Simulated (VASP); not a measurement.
# SnO2 (P4_2/mnm) in VASP: further runs

Runs on SnO2. Level: PBE. Tasks: electric field gradients.

Program: VASP 6.6.1. These are calculated values, not measurements. Logs are shortened: lines on timing, memory, paths and dates and some standing lists are left out, and cuts for length are marked.

### 1 The cell of the first run

The structure is tetragonal, space group P4_2/mnm (No. 136). The conventional cell has a = 4.753 Å, b = 4.753 Å, c = 3.197 Å, α = 90.00°, β = 90.00°, γ = 90.00°. Sn (site symmetry mmm) has 6 O at 2.05 to 2.06 Å within 2.7 Å. Within 2.7 Å of O (site symmetry m2m) lie 3 Sn at 2.05 to 2.06 Å and 1 O at 2.61 Å.

### 2 Electric field gradients, PBE (volume scaled by 1.01)

Contents of INCAR:

```
PREC = Accurate
ENCUT = 520
EDIFF = 1E-8
ISMEAR = -1
SIGMA = 0.03
LREAL = False
LASPH = True
NELM = 100
ALGO = Normal
ISIF = 2
LWAVE = False
LCHARG = False
GGA = PE
LEFG = True
NBANDS = 35
```

Contents of KPOINTS:

```
Automatic mesh
0
Gamma
  4 4 6
```

Contents of POSCAR:

```
SnO2
1.0
    4.7530888199      0.0000000000      0.0000000000
    0.0000000000      4.7530888199      0.0000000000
    0.0000000000      0.0000000000      3.1969861243
Sn O
2 4
Direct
    0.0000000000      0.0000000000      0.0000000000
    0.5000000000      0.5000000000      0.5000000000
    0.3056200000      0.3056200000      0.0000000000
    0.1943800000      0.8056200000      0.5000000000
    0.6943800000      0.6943800000      0.0000000000
    0.8056200000      0.1943800000      0.5000000000
```

Potentials or basis: VASP PAW PBE potentials, release 64 (Sn_d, O).

The run is started by

```console
> cat potpaw_PBE.64/Sn_d/POTCAR potpaw_PBE.64/O/POTCAR > POTCAR
> mpirun -np 1 vasp_std > vasp.out
```

OUTCAR:

```text
PREC = Accurate
   ENCUT = 520
   EDIFF = 1E-8
   ISMEAR = -1
   LREAL = False
   LASPH = True
   NELM = 100
   ISIF = 2
   GGA = PE

 ion  position               nearest neighbor table
   1  0.000  0.000  0.000-   3 2.05   5 2.05   4 2.06   6 2.06   4 2.06   6 2.06   2 3.72   2 3.72
                             2 3.72   2 3.72   2 3.72   2 3.72   2 3.72   2 3.72
   2  0.500  0.500  0.500-   4 2.05   6 2.05   5 2.06   3 2.06   3 2.06   5 2.06   1 3.72   1 3.72
                             1 3.72   1 3.72   1 3.72   1 3.72   1 3.72   1 3.72
   3  0.306  0.306  0.000-   1 2.05   2 2.06   2 2.06
   4  0.194  0.806  0.500-   2 2.05   1 2.06   1 2.06
   5  0.694  0.694  0.000-   1 2.05   2 2.06   2 2.06
   6  0.806  0.194  0.500-   2 2.05   1 2.06   1 2.06

  LATTYP: Found a simple tetragonal cell.
 ALAT       =     4.7530888199
 C/A-ratio  =     0.6726123255

  Lattice vectors:

 A1 = (   4.7530888199,   0.0000000000,   0.0000000000)
 A2 = (   0.0000000000,   4.7530888199,   0.0000000000)
 A3 = (   0.0000000000,   0.0000000000,   3.1969861243)

Analysis of symmetry for initial positions (statically):
=====================================================================
 Subroutine PRICEL returns:
 Original cell was already a primitive cell.

 Routine SETGRP: Setting up the symmetry group for a
 simple tetragonal supercell.

 Subroutine GETGRP returns: Found 16 space group operations
 (whereof  8 operations were pure point group operations)
 out of a pool of 16 trial point group operations.

The static configuration has the point symmetry D_2h.
 The point group associated with its full space group is D_4h.

Analysis of symmetry for dynamics (positions and initial velocities):
=====================================================================
 Subroutine PRICEL returns:
 Original cell was already a primitive cell.

 Routine SETGRP: Setting up the symmetry group for a
 simple tetragonal supercell.

 Subroutine GETGRP returns: Found 16 space group operations
 (whereof  8 operations were pure point group operations)
 out of a pool of 16 trial point group operations.

The dynamic configuration has the point symmetry D_2h.
 The point group associated with its full space group is D_4h.

[... 161 lines left out ...]
  band No.  band energies     occupation
      1     -15.0645      2.00000
      2     -14.2865      2.00000
      3     -14.0471      2.00000
      4     -14.0192      2.00000
      5     -14.0192      2.00000
      6     -13.9560      2.00000
[... 901 lines left out ...]
     34      17.0866      0.00000
     35      19.1276      0.00000

------------------------ aborting loop because EDIFF is reached ----------------------------------------

  FORCE on cell =-STRESS in cart. coord.  units (eV):
  Direction    XX          YY          ZZ          XY          YZ          ZX
  --------------------------------------------------------------------------------------
  -------------------------------------------------------------------------------------
  Total        3.8562810      3.8562810      4.7565133      0.0000000      0.0000000      0.0000000
  in kB       85.5434275     85.5434275    105.5131745      0.0000000      0.0000000      0.0000000
  external PRESSURE =      92.2000098 kB  Pullay stress =       0.0000000 kB

 VOLUME and BASIS-vectors are now :
 -----------------------------------------------------------------------------
  energy-cutoff  :      520.00
  volume of cell :       72.23
      direct lattice vectors                 reciprocal lattice vectors
     4.753088820  0.000000000  0.000000000     0.210389504  0.000000000  0.000000000
     0.000000000  4.753088820  0.000000000     0.000000000  0.210389504  0.000000000
     0.000000000  0.000000000  3.196986124     0.000000000  0.000000000  0.312794601

 POSITION                                       TOTAL-FORCE (eV/Angst)
 -----------------------------------------------------------------------------------
      0.00000      0.00000      0.00000         0.000000      0.000000      0.000000
      2.37654      2.37654      1.59849         0.000000      0.000000      0.000000
      1.45264      1.45264      0.00000        -0.012271     -0.012271      0.000000
      0.92391      3.82918      1.59849         0.012271     -0.012271      0.000000
      3.30045      3.30045      0.00000         0.012271      0.012271      0.000000
      3.82918      0.92391      1.59849        -0.012271      0.012271      0.000000
 -----------------------------------------------------------------------------------
    total drift:                                0.000000      0.000000      0.000000

  FREE ENERGIE OF THE ION-ELECTRON SYSTEM (eV)
  ---------------------------------------------------
  free  energy   TOTEN  =       -37.2109420619 eV

  energy  without entropy=      -37.2109420618  energy(sigma->0) =      -37.21094206

 Electric field gradients (V/A^2)
---------------------------------------------------------------------
 ion       V_xx      V_yy      V_zz      V_xy      V_xz      V_yz
---------------------------------------------------------------------
   1      24.368    24.368   -48.736   -30.700    -0.000    -0.000
   2      24.368    24.368   -48.736    30.700    -0.000    -0.000
   3     -23.293   -23.293    46.586    84.263     0.000     0.000
   4     -23.293   -23.293    46.586   -84.263    -0.000    -0.000
   5     -23.293   -23.293    46.586    84.263    -0.000     0.000
   6     -23.293   -23.293    46.586   -84.263     0.000     0.000
---------------------------------------------------------------------

 Electric field gradients after diagonalization (V/A^2)
 (convention: |V_zz| > |V_xx| > |V_yy|)
----------------------------------------------------------------------
 ion       V_xx      V_yy      V_zz     asymmetry (V_yy - V_xx)/ V_zz
----------------------------------------------------------------------
   1     -48.736    -6.332    55.067       0.770
   2     -48.736    -6.332    55.067       0.770
   3      60.970    46.586  -107.556       0.134
   4      60.970    46.586  -107.556       0.134
   5      60.970    46.586  -107.556       0.134
   6      60.970    46.586  -107.556       0.134
----------------------------------------------------------------------

           NMR quadrupolar parameters

 Cq : quadrupolar parameter    Cq=e*Q*V_zz/h
 eta: asymmetry parameters     (V_yy - V_xx)/ V_zz
 Q  : nuclear electric quadrupole moment in mb (millibarn)
----------------------------------------------------------------------
 ion       Cq(MHz)       eta       Q (mb)
----------------------------------------------------------------------
   1       0.133       0.770       1.000
   2       0.133       0.770       1.000
   3      -0.260       0.134       1.000
   4      -0.260       0.134       1.000
   5      -0.260       0.134       1.000
   6      -0.260       0.134       1.000
----------------------------------------------------------------------
```

OSZICAR:

```text
N       E                     dE             d eps       ncg     rms          rms(c)
DAV:   1     0.637703340540E+03    0.63770E+03   -0.25634E+04  1893   0.233E+03
DAV:   2     0.565491386413E+02   -0.58115E+03   -0.54970E+03  1808   0.607E+02
DAV:   3    -0.384979617776E+02   -0.95047E+02   -0.93640E+02  1811   0.207E+02
DAV:   4    -0.433126953965E+02   -0.48147E+01   -0.47796E+01  2129   0.502E+01
DAV:   5    -0.434371956368E+02   -0.12450E+00   -0.12431E+00  2083   0.851E+00    0.160E+01
DAV:   6    -0.371224083353E+02    0.63148E+01   -0.17630E+01  2653   0.635E+01    0.624E+00
DAV:   7    -0.372392964116E+02   -0.11689E+00   -0.20477E+00  1950   0.788E+00    0.322E+00
DAV:   8    -0.372171500236E+02    0.22146E-01   -0.16658E-01  2449   0.416E+00    0.758E-01
DAV:   9    -0.372101670244E+02    0.69830E-02   -0.34644E-02  2760   0.298E+00    0.131E-01
DAV:  10    -0.372108235549E+02   -0.65653E-03   -0.37790E-03  2102   0.475E-01    0.549E-02
DAV:  11    -0.372109439946E+02   -0.12044E-03   -0.19699E-04  2232   0.102E-01    0.140E-02
DAV:  12    -0.372109435888E+02    0.40579E-06   -0.11615E-05  2260   0.249E-02    0.835E-03
DAV:  13    -0.372109420449E+02    0.15439E-05   -0.42472E-06  2333   0.363E-02    0.150E-03
DAV:  14    -0.372109420106E+02    0.34328E-07   -0.59575E-07  2158   0.561E-03    0.108E-03
DAV:  15    -0.372109419932E+02    0.17435E-07   -0.21802E-08  1637   0.223E-03    0.329E-04
DAV:  16    -0.372109420401E+02   -0.46954E-07   -0.13594E-08  1198   0.915E-04    0.114E-04
DAV:  17    -0.372109420572E+02   -0.17045E-07   -0.31403E-09  1050   0.636E-04    0.387E-05
DAV:  18    -0.372109420619E+02   -0.47585E-08   -0.95098E-10  1011   0.426E-04
   1 F= -.37210942E+02 E0= -.37210942E+02  d E =-.178192E-09
```

Run time: 51 s. Hardware: 1 thread of Intel Xeon 6975P-C, shared host; peak memory 0.2 GiB.

Results:

| Quantity | Value |
| --- | --- |
| Free energy | -37.2109 eV |
| Pressure | 9.2 GPa |
| Largest force | 0.017 eV/Å |
| Band gap on the k mesh | 1.13 eV, direct |

Forces on the atoms (eV/Å):
```
Sn   0.000  0.000  0.000
Sn   0.000  0.000  0.000
O   -0.012 -0.012  0.000
O    0.012 -0.012  0.000
O    0.012  0.012  0.000
O   -0.012  0.012  0.000
```

Stress tensor (GPa, compression positive):
```
 8.55  0.00  0.00
 0.00  8.55  0.00
 0.00  0.00 10.55
```

Electric field gradients, principal values (V/Å²):
```csv
atom,least,middle,greatest (by size)
1 Sn,-6.332,-48.736,55.067
2 Sn,-6.332,-48.736,55.067
3 O,46.586,60.970,-107.556
4 O,46.586,60.970,-107.556
5 O,46.586,60.970,-107.556
6 O,46.586,60.970,-107.556
```

Caveat: without QUAD_EFG the Cq values of the log hold for a quadrupole moment of 1 mb, not for the nuclei; spin-orbit coupling is left out, which moves the levels of the heavy elements.

### 3 Electric field gradients, PBE (volume scaled by 1.04)

Contents of INCAR:

```
SYSTEM = SnO2
ALGO = Normal
EDIFF = 1E-8
ENCUT = 520
GGA = PE
ISIF = 2
ISMEAR = -1
LASPH = .TRUE.
LCHARG = .FALSE.
LEFG = .TRUE.
LREAL = .FALSE.
LWAVE = .FALSE.
NBANDS = 35
NELM = 100
PREC = Accurate
SIGMA = 0.03
```

Contents of KPOINTS:

```
k-points
0
G
  4 4 6
  0 0 0
```

POSCAR: that of step 2 with these lines changed.

```diff
@@ -2,5 +2,5 @@
 1.0
-    4.7530888199      0.0000000000      0.0000000000
-    0.0000000000      4.7530888199      0.0000000000
-    0.0000000000      0.0000000000      3.1969861243
+    4.7996907017      0.0000000000      0.0000000000
+    0.0000000000      4.7996907017      0.0000000000
+    0.0000000000      0.0000000000      3.2283311243
 Sn O
```

Potentials or basis: VASP PAW PBE potentials, release 64 (Sn_d, O).

The run is started by

```console
> cat potpaw_PBE.64/Sn_d/POTCAR potpaw_PBE.64/O/POTCAR > POTCAR
> mpirun -np 1 vasp_std > vasp.out
```

OUTCAR:

```text
SYSTEM = SnO2
   EDIFF = 1E-8
   ENCUT = 520
   GGA = PE
   ISIF = 2
   ISMEAR = -1
   LASPH = .TRUE.
   LREAL = .FALSE.
   NELM = 100
   PREC = Accurate

 ion  position               nearest neighbor table
   1  0.000  0.000  0.000-   3 2.07   5 2.07   4 2.08   6 2.08   4 2.08   6 2.08   2 3.76   2 3.76
                             2 3.76   2 3.76   2 3.76   2 3.76   2 3.76   2 3.76
   2  0.500  0.500  0.500-   4 2.07   6 2.07   5 2.08   3 2.08   3 2.08   5 2.08   1 3.76   1 3.76
                             1 3.76   1 3.76   1 3.76   1 3.76   1 3.76   1 3.76
   3  0.306  0.306  0.000-   1 2.07   2 2.08   2 2.08
   4  0.194  0.806  0.500-   2 2.07   1 2.08   1 2.08
   5  0.694  0.694  0.000-   1 2.07   2 2.08   2 2.08
   6  0.806  0.194  0.500-   2 2.07   1 2.08   1 2.08

  LATTYP: Found a simple tetragonal cell.
 ALAT       =     4.7996907017
 C/A-ratio  =     0.6726123254

  Lattice vectors:

 A1 = (   4.7996907017,   0.0000000000,   0.0000000000)
 A2 = (   0.0000000000,   4.7996907017,   0.0000000000)
 A3 = (   0.0000000000,   0.0000000000,   3.2283311243)

Analysis of symmetry for initial positions (statically):
=====================================================================
 Subroutine PRICEL returns:
 Original cell was already a primitive cell.

 Routine SETGRP: Setting up the symmetry group for a
 simple tetragonal supercell.

 Subroutine GETGRP returns: Found 16 space group operations
 (whereof  8 operations were pure point group operations)
 out of a pool of 16 trial point group operations.

The static configuration has the point symmetry D_2h.
 The point group associated with its full space group is D_4h.

Analysis of symmetry for dynamics (positions and initial velocities):
[... 1092 lines left out ...]
  Total        1.3723447      1.3723447      1.5138137      0.0000000      0.0000000      0.0000000
  in kB       29.5644100     29.5644100     32.6120764      0.0000000      0.0000000      0.0000000
  external PRESSURE =      30.5802988 kB  Pullay stress =       0.0000000 kB

 VOLUME and BASIS-vectors are now :
 -----------------------------------------------------------------------------
  energy-cutoff  :      520.00
  volume of cell :       74.37
      direct lattice vectors                 reciprocal lattice vectors
     4.799690702  0.000000000  0.000000000     0.208346759  0.000000000  0.000000000
     0.000000000  4.799690702  0.000000000     0.000000000  0.208346759  0.000000000
     0.000000000  0.000000000  3.228331124     0.000000000  0.000000000  0.309757569

 POSITION                                       TOTAL-FORCE (eV/Angst)
 -----------------------------------------------------------------------------------
      0.00000      0.00000      0.00000        -0.000000      0.000000     -0.000000
      2.39985      2.39985      1.61417        -0.000000      0.000000     -0.000000
      1.46688      1.46688      0.00000         0.055127      0.055127      0.000000
      0.93296      3.86673      1.61417        -0.055127      0.055127     -0.000000
      3.33281      3.33281      0.00000        -0.055127     -0.055127     -0.000000
      3.86673      0.93296      1.61417         0.055127     -0.055127     -0.000000
 -----------------------------------------------------------------------------------
    total drift:                                0.000000      0.000000      0.000000

  FREE ENERGIE OF THE ION-ELECTRON SYSTEM (eV)
  ---------------------------------------------------
  free  energy   TOTEN  =       -37.2951033269 eV

  energy  without entropy=      -37.2951032959  energy(sigma->0) =      -37.29510331

 Electric field gradients (V/A^2)
---------------------------------------------------------------------
 ion       V_xx      V_yy      V_zz      V_xy      V_xz      V_yz
---------------------------------------------------------------------
   1      23.493    23.493   -46.986   -28.450    -0.000     0.000
   2      23.493    23.493   -46.986    28.450    -0.000     0.000
   3     -23.916   -23.916    47.832    87.673     0.000     0.000
   4     -23.916   -23.916    47.832   -87.673    -0.000     0.000
   5     -23.916   -23.916    47.832    87.673    -0.000     0.000
   6     -23.916   -23.916    47.832   -87.673     0.000     0.000
---------------------------------------------------------------------

 Electric field gradients after diagonalization (V/A^2)
 (convention: |V_zz| > |V_xx| > |V_yy|)
----------------------------------------------------------------------
 ion       V_xx      V_yy      V_zz     asymmetry (V_yy - V_xx)/ V_zz
----------------------------------------------------------------------
   1     -46.986    -4.958    51.943       0.809
   2     -46.986    -4.958    51.943       0.809
   3      63.757    47.832  -111.589       0.143
   4      63.757    47.832  -111.589       0.143
   5      63.757    47.832  -111.589       0.143
   6      63.757    47.832  -111.589       0.143
----------------------------------------------------------------------

           NMR quadrupolar parameters

 Cq : quadrupolar parameter    Cq=e*Q*V_zz/h
 eta: asymmetry parameters     (V_yy - V_xx)/ V_zz
 Q  : nuclear electric quadrupole moment in mb (millibarn)
----------------------------------------------------------------------
 ion       Cq(MHz)       eta       Q (mb)
----------------------------------------------------------------------
   1       0.126       0.809       1.000
   2       0.126       0.809       1.000
   3      -0.270       0.143       1.000
   4      -0.270       0.143       1.000
   5      -0.270       0.143       1.000
   6      -0.270       0.143       1.000
----------------------------------------------------------------------
```

OSZICAR:

```text
N       E                     dE             d eps       ncg     rms          rms(c)
DAV:   1     0.637012067478E+03    0.63701E+03   -0.25625E+04  1872   0.231E+03
DAV:   2     0.585882575026E+02   -0.57842E+03   -0.54532E+03  1800   0.609E+02
DAV:   3    -0.382429548815E+02   -0.96831E+02   -0.94689E+02  1806   0.208E+02
DAV:   4    -0.433236046891E+02   -0.50806E+01   -0.50429E+01  2114   0.511E+01
DAV:   5    -0.434575687890E+02   -0.13396E+00   -0.13373E+00  2042   0.874E+00    0.158E+01
DAV:   6    -0.372140659049E+02    0.62435E+01   -0.17534E+01  2632   0.638E+01    0.609E+00
DAV:   7    -0.373254993680E+02   -0.11143E+00   -0.20449E+00  1933   0.785E+00    0.319E+00
DAV:   8    -0.373021925126E+02    0.23307E-01   -0.18261E-01  2550   0.398E+00    0.752E-01
DAV:   9    -0.372942799782E+02    0.79125E-02   -0.36350E-02  2655   0.289E+00    0.131E-01
DAV:  10    -0.372950087150E+02   -0.72874E-03   -0.40358E-03  2248   0.558E-01    0.471E-02
DAV:  11    -0.372951049347E+02   -0.96220E-04   -0.21203E-04  2463   0.121E-01    0.168E-02
DAV:  12    -0.372951058999E+02   -0.96523E-06   -0.15407E-05  2578   0.270E-02    0.119E-02
DAV:  13    -0.372951030248E+02    0.28751E-05   -0.81853E-06  2364   0.407E-02    0.183E-03
DAV:  14    -0.372951031870E+02   -0.16220E-06   -0.65123E-07  2116   0.572E-03    0.136E-03
DAV:  15    -0.372951033022E+02   -0.11519E-06   -0.25954E-08  1865   0.114E-03    0.411E-04
DAV:  16    -0.372951033244E+02   -0.22178E-07   -0.31464E-09  1134   0.612E-04    0.556E-05
DAV:  17    -0.372951033269E+02   -0.25138E-08   -0.16687E-09  1024   0.319E-04
   1 F= -.37295103E+02 E0= -.37295103E+02  d E =-.309212E-07
```

Wall time 51 s (1 thread of Intel Xeon 6975P-C, shared host); peak memory 0.2 GiB.

Results:

| Property | Result |
| --- | --- |
| Free energy | -37.2951 eV |
| Pressure | 3.1 GPa |
| Largest force | 0.078 eV/Å |
| Band gap on the k mesh | 0.80 eV, direct |

Forces in eV/Å, atoms in the order of the input:
```
Sn   0.000  0.000  0.000
Sn   0.000  0.000  0.000
O    0.055  0.055  0.000
O   -0.055  0.055  0.000
O   -0.055 -0.055  0.000
O    0.055 -0.055  0.000
```

Electric field gradients, principal values (V/Å²):
```csv
atom,least,middle,greatest (by size)
1 Sn,-4.958,-46.986,51.943
2 Sn,-4.958,-46.986,51.943
3 O,47.832,63.757,-111.589
4 O,47.832,63.757,-111.589
5 O,47.832,63.757,-111.589
6 O,47.832,63.757,-111.589
```

Caveat: without QUAD_EFG the Cq values of the log hold for a quadrupole moment of 1 mb, not for the nuclei; spin-orbit coupling is left out, which moves the levels of the heavy elements.
